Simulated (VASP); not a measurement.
## AlC3: relaxation of cell and atoms with PBE

AlC3:

```xyz
4
Lattice="3.2079 0.0000 0.0000 0.0000 3.2079 0.0000 0.0000 0.0000 3.2079" Properties=species:S:1:pos:R:3 pbc="T T T"
Al    0.0000    0.0000    0.0000
C     0.0000    1.6040    1.6040
C     1.6040    0.0000    1.6040
C     1.6040    1.6040    0.0000
```

```yaml
Program: VASP 6.6.1
Task: relaxation of cell and atoms
Functional: PBE
Potentials_or_basis: VASP PAW PBE potentials, release 64 (Al, C)
Cutoff: 600 eV
k_mesh: 7 × 7 × 7
Occupations: fermi-dirac, width 0.1 eV
Spin: no spin polarisation
Target_pressure: 5 GPa
Dipole_correction: no
Further_INCAR_settings: ALGO = Normal; EDIFF = 1e-06; IBRION = 2; EDIFFG = -0.05; NSW = 80; ISIF = 3
```

| Property | Result |
| --- | --- |
| Relaxed volume | 8.01 Å³/atom |
| Relaxed cell | a = 3.176 Å, b = 3.176 Å, c = 3.176 Å, α = 90.00°, β = 90.00°, γ = 90.00° |
| Space group after relaxing (to 0.05 Å) | Pm-3m (No. 221) |
| Energy change on relaxing (the enthalpy is what falls) | +3.5 meV/atom |
| Ionic steps | 3 |
| Pressure after relaxing | 5.0 GPa |

The path:
```csv
step,energy change (eV),largest force (eV/Å),pressure (GPa),volume (Å³)
1,0.0000,0.0000,-0.16,33.01
2,0.0248,0.0000,6.72,31.76
3,0.0142,0.0000,5.00,32.05
```

Final structure:
```xyz
4
Lattice="3.1764 0.0000 0.0000 0.0000 3.1764 0.0000 0.0000 0.0000 3.1764" Properties=species:S:1:pos:R:3 pbc="T T T"
Al    0.0000    0.0000    0.0000
C     0.0000    1.5882    1.5882
C     1.5882    0.0000    1.5882
C     1.5882    1.5882    0.0000
```

Levels at points of the mesh, in eV from the Fermi level:
```tsv
k point	band 5	band 6	band 7	band 8	band 9	band 10
(0.00, 0.00, 0.00)	-6.03	-6.03	1.50	1.50	1.50	2.19
```

Run time: 16 s on 1 thread of Intel Xeon 6975P-C, on a shared host, peak memory 0.15 GiB.

Caveat: the cell is relaxed towards a set pressure, so the enthalpy falls and the energy may rise.
